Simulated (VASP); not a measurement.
Here is a VASP 6.6.1 calculation.

POSCAR

```
TaN
1.0
    5.1960000000      0.0000000000      0.0000000000
   -2.5980000000      4.4998679981      0.0000000000
    0.0000000000      0.0000000000      2.9110000000
Ta N
3 3
Direct
    0.0000000000      0.0000000000      0.0000000000
    0.6666666667      0.3333333333      0.5000000000
    0.3333333333      0.6666666667      0.5000000000
    0.0000000000      0.3928500000      0.0000000000
    0.6071500000      0.6071500000      0.0000000000
    0.3928500000      0.0000000000      0.0000000000
```

File INCAR.step1:

```
SYSTEM = TaN
ALGO = Normal
EDIFF = 1E-5
ENCUT = 770
GGA = PE
GGA_COMPAT = .False.
ISMEAR = -1
LASPH = .True.
LCHARG = .False.
LDAU = .True.
LDAUJ = 0 0
LDAUL = 2 -1
LDAUTYPE = 2
LDAUU = 7 0
LMAXMIX = 4
LREAL = .False.
LWAVE = .True.
NBANDS = 36
NELM = 200
PREC = Accurate
SIGMA = 0.05
```

Contents of INCAR.step2:

```
SYSTEM = TaN
ALGO = Normal
EDIFF = 1E-6
ENCUT = 770
GGA_COMPAT = .False.
ISIF = 2
ISMEAR = -1
ISTART = 1
LASPH = .True.
LCHARG = .False.
LDAU = .True.
LDAUJ = 0 0
LDAUL = 2 -1
LDAUPRINT = 1
LDAUTYPE = 2
LDAUU = 7 0
LMAXMIX = 4
LMIXTAU = .True.
LREAL = .False.
LWAVE = .False.
METAGGA = R2SCAN
NBANDS = 36
NELM = 200
PREC = Accurate
SIGMA = 0.05
```

Contents of KPOINTS:

```
k-points
0
Gamma
  5 5 8
  0 0 0
```

Potentials or basis: VASP PAW PBE potentials, release 64 (Ta_sv_GW, N).

Command:

```sh
$ cat potpaw_PBE.64/Ta_sv_GW/POTCAR potpaw_PBE.64/N/POTCAR > POTCAR
$ cp INCAR.step1 INCAR
$ mpirun -np 1 vasp_std > vasp.out
$ cp INCAR.step2 INCAR
$ mpirun -np 1 vasp_std > vasp.out
```

(1) Estimate the pressure.

(2) What does it give for the largest force?

(3) Estimate the band gap on the k mesh.

Results:

(1) 23.6 GPa.

(2) 0.437 eV/Å.

(3) zero (bands 27 and 28 overlap by 2.96 eV).

Caveat: the cell stands under pressure; the PAW data sets were made with another functional, which shifts forces and pressure a little; spin-orbit coupling is left out, which moves the levels of the heavy elements; U without spin polarisation on a metal has little footing.
